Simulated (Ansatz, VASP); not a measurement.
# Bi2Se3 in VASP and in Ansatz

Contents of INCAR:

```
SYSTEM = Bi2Se3
PREC = Accurate
ENCUT = 520
EDIFF = 1E-6
ISMEAR = 0
SIGMA = 0.01
LREAL = .FALSE.
LASPH = .TRUE.
NELM = 100
ALGO = Normal
ISIF = 2
LWAVE = .FALSE.
LCHARG = .FALSE.
GGA = PE
NBANDS = 32
```

Contents of KPOINTS:

```
Automatic mesh
0
G
  6 6 6
  0 0 0
```

The input POSCAR:

```
Bi2Se3
1.0
    2.0783821104      1.1999544683      9.5770456338
   -2.0783821104      1.1999544683      9.5770456338
    0.0000000000     -2.3999089466      9.5770456338
Bi Se
2 3
Direct
    0.4008000000      0.4008000000      0.4008000000
    0.5992000000      0.5992000000      0.5992000000
    0.0000000000      0.0000000000      0.0000000000
    0.2117000000      0.2117000000      0.2117000000
    0.7883000000      0.7883000000      0.7883000000
```

Input for Ansatz:

```yaml
crystal:
  lattice:
    - [2.078382110357438, 1.199954468258734, 9.577045633826014]
    - [-2.078382110357438, 1.199954468258734, 9.577045633826014]
    - [0.0, -2.399908946550691, 9.577045633826014]
  atoms:
    - { symbol: Bi, position: [0.4008, 0.4008, 0.4008] }
    - { symbol: Bi, position: [0.5992, 0.5992, 0.5992] }
    - { symbol: Se, position: [0.0, 0.0, 0.0] }
    - { symbol: Se, position: [0.2117, 0.2117, 0.2117] }
    - { symbol: Se, position: [0.7883, 0.7883, 0.7883] }
basis:
  ecutwfc: 500.0
kpoints:
  mp_grid:
    grid: [6, 6, 6]
hamiltonian:
  xc: pbe
scf:
  occupations:
    method: fixed
output:
  stress: true
```

Alike in both runs: task single point; functional PBE; k mesh 6 × 6 × 6; no spin polarisation.

|  | VASP | Ansatz |
| --- | --- | --- |
| version | VASP 6.6.1 | Ansatz 0.2.0 |
| potentials or method | VASP PAW PBE potentials, release 64 (Bi_d, Se), cutoff 520 eV | plane waves, PAW |
| occupations | gaussian, width 0.01 eV | fixed |
| valence electrons in the cell | 48 | 78 |

```tsv
	VASP	Ansatz	Ansatz less VASP
pressure (GPa)	1.9	1.9	-0.02
```

VASP's potentials hold 48 valence electrons a cell and Ansatz's 78, so a difference there can come from the potentials and not from the codes.

Neither program's run includes spin-orbit coupling.
